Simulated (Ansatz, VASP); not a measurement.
One calculation of Ca, two programs

```
Ca
1.0
     3.48866    0.00000    0.00000
     0.00000    3.48866    0.00000
     0.00000    0.00000    3.48866
Ca
1
Cartesian
  0.0000 0.0000 0.0000
```

Alike in both runs: task single point; functional PBE; k mesh 8 × 8 × 8; occupations gaussian, width 0.1 eV; no spin polarisation.

```csv
,VASP,Ansatz
version,VASP 6.6.1,Ansatz 0.2.0
potentials or method,"VASP PAW PBE potentials, release 64 (Ca_sv), cutoff 500 eV","scalar-relativistic, plane waves, PAW"
valence electrons in the cell,10,10
```

|  | VASP | Ansatz | Ansatz less VASP |
| --- | --- | --- | --- |
| gap on the k mesh at the Fermi level (eV) | none | none | - |
| pressure (GPa) | 0.4 | 0.4 | +0.01 |

A gap of «none» marks a metal or a gap that the smearing closes. With one functional, cell and mesh, what is left measures potentials, basis and numerics. Ansatz's warnings: band edges overlap.
